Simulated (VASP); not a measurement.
Input of a VASP 6.6.1 run:

File POSCAR:

```
TiO2
1.0
    4.5968462420      0.0000000000      0.0000000000
    0.0000000000      4.5968462420      0.0000000000
    0.0000000000      0.0000000000      2.9535012919
Ti O
2 4
Direct
    0.0000000000      0.0000000000      0.0000000000
    0.5000000000      0.5000000000      0.5000000000
    0.3046429943      0.3046429943      0.0000000000
    0.1953570057      0.8046429943      0.5000000000
    0.6953570057      0.6953570057      0.0000000000
    0.8046429943      0.1953570057      0.5000000000
```

File INCAR.step1:

```
SYSTEM = TiO2
PREC = Accurate
ENCUT = 520
ISMEAR = 0
SIGMA = 0.01
LREAL = .FALSE.
LASPH = .TRUE.
NELM = 60
NBANDS = 33
GGA = PE
ALGO = Normal
EDIFF = 1E-4
LWAVE = .TRUE.
LCHARG = .FALSE.
```

INCAR.step2

```
SYSTEM = TiO2
PREC = Accurate
ENCUT = 520
EDIFF = 1E-6
ISMEAR = 0
SIGMA = 0.01
LREAL = .FALSE.
LASPH = .TRUE.
NELM = 60
ALGO = Normal
ISIF = 2
LWAVE = .FALSE.
LCHARG = .FALSE.
METAGGA = R2SCAN
LMIXTAU = .TRUE.
NBANDS = 33
ISTART = 1
```

Contents of KPOINTS:

```
regular mesh
0
G
  6 6 8
  0 0 0
```

Potentials or basis: VASP PAW PBE potentials, release 64 (Ti_sv, O).

The run is started by

```console
$ cat potpaw_PBE.64/Ti_sv/POTCAR potpaw_PBE.64/O/POTCAR > POTCAR
$ cp INCAR.step1 INCAR
$ mpirun -np 1 vasp_std > vasp.out
$ cp INCAR.step2 INCAR
$ mpirun -np 1 vasp_std > vasp.out
```

**Question.** Predict the band gap on the k mesh.

**Answer.** 2.23 eV.

**Question.** Estimate the pressure.

**Answer.** 1.3 GPa.

Stress tensor (GPa, compression positive):
```
1.05 0.00 0.00
0.00 1.05 0.00
0.00 0.00 1.78
```

Caveat: the PAW data sets were made with another functional, which shifts forces and pressure a little. r2SCAN opens gaps a little over a GGA but as a rule still falls short of measured ones.
